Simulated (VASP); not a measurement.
# MgO (P-4m2) in VASP: a series of runs

The runs below take MgO through single point, with LDA.

Everything below comes from runs of VASP 6.6.1. Logs are shortened: lines on timing, memory, paths and dates and some standing lists are left out, and cuts for length are marked.

## Step 1: The cell of the first run

It takes space group P-4m2 (No. 115, tetragonal). Conventional cell: a = 5.523 Å, b = 5.523 Å, c = 5.523 Å, α = 90.00°, β = 90.00°, γ = 90.00°. Mg (site symmetry m) has 4 O at 1.93 to 1.97 Å within 2.6 Å. Mg (site symmetry -4m2) has 4 O at 1.85 Å within 2.5 Å. Within 2.8 Å of Mg (site symmetry -4m2) lie 4 O at 2.06 Å and 2 Mg at 2.76 Å. O (site symmetry m) has 4 Mg at 1.85 to 2.06 Å within 2.5 Å. O (site symmetry -4m2) has 4 Mg at 1.93 Å within 2.6 Å. Within 2.6 Å of O (site symmetry -4m2) lie 4 Mg at 1.97 Å.

## Step 2: Single point, LDA (atoms displaced along a vibrational mode)

INCAR reads:

```
PREC     = Accurate       # precision mode
ENCUT    = 520            # plane-wave cutoff, eV
EDIFF    = 1E-6           # SCF threshold, eV
ISMEAR   = 0              # smearing method
SIGMA    = 0.05           # smearing width, eV
LREAL    = False          # projectors in reciprocal space
LASPH    = True           # aspherical terms in the spheres
NELM     = 60             # most SCF steps
ALGO     = Normal         # electronic algorithm
ISIF     = 2              # what is computed and relaxed
LWAVE    = False          # write WAVECAR
LCHARG   = False          # write CHGCAR
NBANDS   = 36             # bands
```

KPOINTS reads:

```
Automatic mesh
0
Gamma
  4 4 4
```

POSCAR reads:

```
MgO
1.0
    5.5230736673      0.0000000000      0.0000000000
    0.0000000000      5.5230736673      0.0000000000
    0.0000000000      0.0000000000      5.5230736673
Mg O
6 6
Direct
    0.2500000000     -0.0050243500      0.5000000000
    0.0000000000      0.5050243500      0.2500000000
    0.5000000000      0.7500000000      0.0000000000
    0.7500000000     -0.0050243500      0.5000000000
    0.0000000000      0.5050243500      0.7500000000
    0.5000000000      0.2500000000      0.0000000000
    0.2500000000      0.5257862058      0.0000000000
    0.5000000000     -0.0257862058      0.2500000000
    0.0000000000      0.7500000000      0.5000000000
    0.7500000000      0.5257862058      0.0000000000
    0.5000000000     -0.0257862058      0.7500000000
    0.0000000000      0.2500000000      0.5000000000
```

Potentials or basis: VASP PAW LDA potentials, release 64 (Mg, O).

Run with:

```
$ cat potpaw_LDA.64/Mg/POTCAR potpaw_LDA.64/O/POTCAR > POTCAR
$ mpirun -np 1 vasp_std > vasp.out
```

OUTCAR:

```text
PREC = Accurate
   ENCUT = 520
   EDIFF = 1E-6
   ISMEAR = 0
   LREAL = False
   LASPH = True
   NELM = 60
   ISIF = 2

 ion  position               nearest neighbor table
   1  0.250  0.995  0.500-   9 1.93   8 1.96  11 1.96  12 1.97   4 2.76   4 2.76   5 3.34   2 3.34
                             3 3.37   3 3.37   6 3.39   6 3.39   2 3.43   5 3.43
   2  0.000  0.505  0.250-   9 1.93   7 1.96  10 1.96  12 1.97   5 2.76   5 2.76   1 3.34   4 3.34
                             3 3.37   3 3.37   6 3.39   6 3.39   1 3.43   4 3.43
   3  0.500  0.750  0.000-   7 1.85   8 1.85  10 1.85  11 1.85   6 2.76   6 2.76   4 3.37   5 3.37
                             1 3.37   1 3.37   4 3.37   2 3.37   2 3.37   5 3.37
   4  0.750  0.995  0.500-   9 1.93   8 1.96  11 1.96  12 1.97   1 2.76   1 2.76   5 3.34   2 3.34
                             3 3.37   3 3.37   6 3.39   6 3.39   2 3.43   5 3.43
   5  0.000  0.505  0.750-   9 1.93   7 1.96  10 1.96  12 1.97   2 2.76   2 2.76   4 3.34   1 3.34
                             3 3.37   3 3.37   6 3.39   6 3.39   1 3.43   4 3.43
   6  0.500  0.250  0.000-   7 2.06   8 2.06  10 2.06  11 2.06   3 2.76   3 2.76   1 3.39   4 3.39
                             5 3.39   1 3.39   4 3.39   2 3.39   2 3.39   5 3.39
   7  0.250  0.526  0.000-   3 1.85   2 1.96   5 1.96   6 2.06
   8  0.500  0.974  0.250-   3 1.85   1 1.96   4 1.96   6 2.06
   9  0.000  0.750  0.500-   1 1.93   2 1.93   4 1.93   5 1.93
  10  0.750  0.526  0.000-   3 1.85   2 1.96   5 1.96   6 2.06
  11  0.500  0.974  0.750-   3 1.85   1 1.96   4 1.96   6 2.06
  12  0.000  0.250  0.500-   1 1.97   2 1.97   4 1.97   5 1.97

  LATTYP: Found a simple cubic cell.
 ALAT       =     5.5230736673

  Lattice vectors:

 A1 = (   5.5230736673,   0.0000000000,   0.0000000000)
 A2 = (   0.0000000000,   5.5230736673,   0.0000000000)
 A3 = (   0.0000000000,   0.0000000000,   5.5230736673)

Analysis of symmetry for initial positions (statically):
=====================================================================
 Subroutine PRICEL returns:
 Original cell was already a primitive cell.

 Routine SETGRP: Setting up the symmetry group for a
 simple cubic supercell.

 Subroutine GETGRP returns: Found  8 space group operations
 (whereof  4 operations were pure point group operations)
 out of a pool of 48 trial point group operations.

The static configuration has the point symmetry C_2v.
 The point group associated with its full space group is D_2d.

Analysis of symmetry for dynamics (positions and initial velocities):
=====================================================================
 Subroutine PRICEL returns:
[... 137 lines left out ...]
   EFERMI =   0.00;   METHOD = LEGACY
   ISMEAR =     0;   SIGMA  =   0.05  broadening in eV -4-tet -1-fermi 0-gaus
   EFERMI_NEDOS =   21; number of points for ismear=-14 and -15
   IALGO  =     38    algorithm
   IMIX   =      4    mixing-type and parameters
     AMIX     =   0.40;   BMIX     =  1.00
     AMIX_MAG =   1.60;   BMIX_MAG =  1.00
  volume/ion in A,a.u.               =      14.04        94.75
  Fermi-wavevector in a.u.,A,eV,Ry     =   1.077228  2.035666 15.788483  1.160421
  Thomas-Fermi vector in A             =   2.213134
   LORBIT       =      0    0 simple, 1 ext, 2 COOP (PROOUT), +10 PAW based schemes
   GGA     = CA    functional components
   LHFCALC =     F    Hartree Fock is set to
   AEXX    =    0.0000 exact exchange contribution
   IVDW    =     0    specifies the selected vdW correction
   LEPSILON=     F    determine dielectric tensor
   LRPA    =     F    only Hartree local field effects (RPA)
 non-spin polarized calculation
 Gauss-broadening in eV      SIGMA  =   0.05
  energy-cutoff  :      520.00
  volume of cell :      168.48
 maximum number of plane-waves:      4632
 NGX is ok and might be reduce to    42
   NGX = 21   NGY = 21   NGZ = 21

 number of electron      47.9999987 magnetization

 Free energy of the ion-electron system (eV)
  ---------------------------------------------------
  ext. energy  EPLUGINS =         0.00000000
  ---------------------------------------------------
  free energy    TOTEN  =       -76.90957057 eV

  energy without entropy =      -76.90957057  energy(sigma->0) =      -76.90957057

 E-fermi :   0.0399     XC(G=0):  -9.1923

 val. band max:       -0.1942534182   @ k =   0.0000   0.0000   0.0000
 cond. band min:       2.5699900181   @ k =   0.0000   0.0000   0.0000
 fundamental gap:      2.7642434363
 Fermi energy:         0.0399140531

 k-point     1 :       0.0000    0.0000    0.0000
  band No.  band energies     occupation
      1     -16.1557      2.00000
      2     -15.6616      2.00000
      3     -15.6193      2.00000
      4     -15.1709      2.00000
      5     -15.1474      2.00000
      6     -15.1474      2.00000
[... 691 lines left out ...]
     35      11.7158      0.00000
     36      11.8907      0.00000

------------------------ aborting loop because EDIFF is reached ----------------------------------------

  FORCE on cell =-STRESS in cart. coord.  units (eV):
  Direction    XX          YY          ZZ          XY          YZ          ZX
  --------------------------------------------------------------------------------------
  -------------------------------------------------------------------------------------
  Total        0.1873724     -0.1460959      0.1873724      0.0000000      0.0000000      0.0000000
  in kB        1.7818605     -1.3893322      1.7818605      0.0000000      0.0000000      0.0000000
  external PRESSURE =       0.7247963 kB  Pullay stress =       0.0000000 kB

 VOLUME and BASIS-vectors are now :
 -----------------------------------------------------------------------------
  energy-cutoff  :      520.00
  volume of cell :      168.48
      direct lattice vectors                 reciprocal lattice vectors
     5.523073667  0.000000000  0.000000000     0.181058603  0.000000000  0.000000000
     0.000000000  5.523073667  0.000000000     0.000000000  0.181058603  0.000000000
     0.000000000  0.000000000  5.523073667     0.000000000  0.000000000  0.181058603

 POSITION                                       TOTAL-FORCE (eV/Angst)
 -----------------------------------------------------------------------------------
      1.38077      5.49532      2.76154         0.041481     -0.144053      0.000000
      0.00000      2.78929      1.38077         0.000000      0.144053     -0.041481
      2.76154      4.14231      0.00000         0.000000     -0.000000      0.000000
      4.14231      5.49532      2.76154        -0.041481     -0.144053      0.000000
      0.00000      2.78929      4.14231         0.000000      0.144053      0.041481
      2.76154      1.38077      0.00000         0.000000     -0.000000      0.000000
      1.38077      2.90396      0.00000        -0.418394     -1.851451      0.000000
      2.76154      5.38065      1.38077         0.000000      1.851451      0.418394
      0.00000      4.14231      2.76154         0.000000     -0.000000      0.000000
      4.14231      2.90396      0.00000         0.418394     -1.851451      0.000000
      2.76154      5.38065      4.14231         0.000000      1.851451     -0.418394
      0.00000      1.38077      2.76154         0.000000     -0.000000      0.000000
 -----------------------------------------------------------------------------------
    total drift:                                0.000000      0.000000     -0.000000

  FREE ENERGIE OF THE ION-ELECTRON SYSTEM (eV)
  ---------------------------------------------------
  free  energy   TOTEN  =       -76.9095705689 eV

  energy  without entropy=      -76.9095705689  energy(sigma->0) =      -76.90957057
```

Run time: 2.5 min. Hardware: 1 thread of Intel Xeon 8259CL, shared host; peak memory 0.26 GiB.

Results:

```yaml
Free_energy: -76.9096 eV
Pressure: 0.1 GPa
Largest_force: 1.898 eV/Å
Band_gap_on_the_k_mesh: 2.76 eV
```

Forces in eV/Å, atoms in the order of the input:
```
Mg   0.041 -0.144  0.000
Mg   0.000  0.144 -0.041
Mg   0.000  0.000  0.000
Mg  -0.041 -0.144  0.000
Mg   0.000  0.144  0.041
Mg   0.000  0.000  0.000
O   -0.418 -1.851  0.000
O    0.000  1.851  0.418
O    0.000  0.000  0.000
O    0.418 -1.851  0.000
O    0.000  1.851 -0.418
O    0.000  0.000  0.000
```

Stress tensor (GPa, compression positive):
```
 0.18  0.00  0.00
 0.00 -0.14  0.00
 0.00  0.00  0.18
```

Caveat: the cell differs from its parent crystal (atoms displaced along a vibrational mode); forces of over 1 eV/Å act on the atoms, so gaps and moduli don't describe the material at rest.

(Part 1 of 3 ends here.)
